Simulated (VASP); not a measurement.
Set up this calculation in VASP 6.6.1, as the native input.

```
Task                   : single point
Functional             : PBEsol
Potentials or basis    : VASP PAW PBE potentials, release 64 (Tb)
Cutoff                 : 520 eV
k mesh                 : 9 × 9 × 5
Occupations            : fermi-dirac, width 0.05 eV
Spin                   : collinear spin, ferrimagnetic start
Starting moments       : [6.0, -3.0] μB
Dipole correction      : no
Further INCAR settings : ALGO = Normal; EDIFF = 1e-07; NBANDS = 30
```

The structure of Tb lies in POSCAR:

```
Tb
1.0
    3.6010000000      0.0000000000      0.0000000000
   -1.8005000000      3.1185574790      0.0000000000
    0.0000000000      0.0000000000      5.6936000000
Tb
2
Direct
    0.6666666667      0.3333333333      0.7500000000
    0.3333333333      0.6666666667      0.2500000000
```

One way to write it, as run:

INCAR

```
SYSTEM = Tb
ALGO = Normal
EDIFF = 1E-7
ENCUT = 520
GGA = PS
ISIF = 2
ISMEAR = -1
ISPIN = 2
LASPH = .TRUE.
LCHARG = .FALSE.
LMAXMIX = 6
LORBIT = 11
LREAL = .FALSE.
LWAVE = .FALSE.
MAGMOM = 6 -3
NBANDS = 30
NELM = 150
PREC = Accurate
SIGMA = 0.05
```

KPOINTS

```
k-points
0
G
  9 9 5
  0 0 0
```

Potentials or basis: VASP PAW PBE potentials, release 64 (Tb).

Launch:

```bash
$ cat potpaw_PBE.64/Tb/POTCAR > POTCAR
$ mpirun -np 1 vasp_std > vasp.out
```

Results of the run:

The pressure is -2.4 GPa and the band gap on the k mesh is zero (filled and empty bands overlap). The net moment is 0.00 μB per cell and the site moments are Tb +5.78, -5.78 μB. The valence electrons inside the program's atomic spheres are Tb 16.29.

Caveat: the magnetic or orbital state may not be the lowest; the PAW data sets were made with another functional, which shifts forces and pressure a little; spin-orbit coupling is left out, which moves the levels of the heavy elements; semilocal functionals describe open f shells poorly, which spoils levels, moments and volumes.

Run time: 16 min on 1 thread of Intel(R) Xeon(R) Platinum 8559C (Emerald Rapids), with other jobs on the host, peak memory 0.29 GiB.
